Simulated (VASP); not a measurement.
The system is Ta.

```
CELL_PARAMETERS angstrom
-1.65128 1.65128 1.65128
1.65128 -1.65128 1.65128
1.65128 1.65128 -1.65128
ATOMIC_POSITIONS crystal
Ta 0.00000 0.00000 0.00000
```

```yaml
Program: VASP 6.6.1
Task: relaxation of cell and atoms
Functional: BLYP
Potentials_or_basis: VASP PAW PBE potentials, release 64 (Ta_pv)
Cutoff: 600 eV
k_mesh: 11 × 11 × 11
Occupations: fermi-dirac, width 0.05 eV
Spin: no spin polarisation
```

At the start: pressure 10.0 GPa; volume 18.01 Å³/atom.

Where does the relaxation end?

Over 4 steps the energy falls by 26.8 meV/atom and the volume is 18.91 Å³/atom (+5.0 %); space group Im-3m (No. 229, to 0.05 Å).

The path:
```csv
step,energy change (eV),largest force (eV/Å),pressure (GPa),volume (Å³)
1,0.0000,0.0000,9.97,18.01
2,0.0918,0.0000,-15.88,21.09
3,-0.0268,0.0000,-0.36,18.95
4,-0.0268,0.0000,-0.02,18.91
```

Final structure:
```cif
data_structure
_symmetry_space_group_name_H-M 'P 1'
_symmetry_Int_Tables_number 1
_cell_length_a 2.9072
_cell_length_b 2.9072
_cell_length_c 2.9072
_cell_angle_alpha 109.471
_cell_angle_beta 109.471
_cell_angle_gamma 109.471
_cell_volume 18.91
loop_
_atom_site_label
_atom_site_type_symbol
_atom_site_fract_x
_atom_site_fract_y
_atom_site_fract_z
_atom_site_occupancy
Ta1 Ta 0.00000 0.00000 0.00000 1
```

Caveat: the PAW data sets were made with another functional, which shifts forces and pressure a little.
